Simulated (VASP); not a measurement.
A run of VASP 6.6.1:

INCAR

```
  ALGO = Normal
  EDIFF = 1E-7
  ENCUT = 520
  GGA = CA
  ISIF = 2
  ISMEAR = 0
  LASPH = T
  LCHARG = F
  LREAL = F
  LWAVE = F
  NBANDS = 14
  NELM = 80
  PREC = Accurate
  SIGMA = 0.05
```

Contents of KPOINTS:

```
k-points
0
Gamma
  16 16 16
```

The input POSCAR:

```
TiB
1.0
    0.0000000000      2.1010000000      2.1010000000
    2.1010000000      0.0000000000      2.1010000000
    2.1010000000      2.1010000000      0.0000000000
Ti B
1 1
Direct
    0.7500000000      0.7500000000      0.7500000000
    0.0000000000      0.0000000000      0.0000000000
```

Potentials or basis: VASP PAW LDA potentials, release 64 (Ti_sv, B).

Run with:

```console
$ cat potpaw_LDA.64/Ti_sv/POTCAR potpaw_LDA.64/B/POTCAR > POTCAR
$ mpirun -np 1 vasp_std > vasp.out
```

Hardware: 1 thread of Intel(R) Xeon(R) Platinum 8375C CPU @ 2.90GHz (Ice Lake), on a shared host.

Problem. How long does it take, and how much memory?

Solution. It took 19 s on 1 thread of Intel(R) Xeon(R) Platinum 8375C CPU @ 2.90GHz (Ice Lake), with other jobs on the host, peak memory 0.16 GiB. Counts: scf iterations 15, k points 145.
